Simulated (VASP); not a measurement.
Runs of VASP 6.6.1 on HfSc4. The structure is that of space group Pm-3m (No. 221), or close to it. The cells are those of the table. 

```csv
task,cell,k mesh,cutoff (eV),gap on the mesh (eV),pressure (GPa),relaxed volume (Å³/atom)
relaxation of cell and atoms,"relaxed from a = 5.002 Å, 5 atoms",8 × 8 × 8,600,none,0.0,(a)
single point,"a = 5.002 Å, 5 atoms",4 × 4 × 4,520,none,0.3,-
relaxation of cell and atoms,"relaxed from a = 4.611 Å, 5 atoms",4 × 4 × 4,600,none,0.2,25.06
single point,"a = 5.004 Å, 5 atoms",8 × 8 × 8,520,none,0.1,-
```

Alike in all rows: level PBE; potentials or basis VASP PAW PBE potentials, release 64 (Hf_pv, Sc_sv); no spin polarisation; smearing gaussian 0.1 eV.

Q: Estimate the missing entries.

A: (a) 25.14.

Caveats: spin-orbit coupling is left out, which moves the levels of the heavy elements; the volume moved by over 15 % at a fixed basis, so the end points are rough (some runs).

A k mesh can miss the band edges, and the runs leave out spin-orbit coupling on Hf.

A gap of «none» marks levels without a gap at the run's occupations.
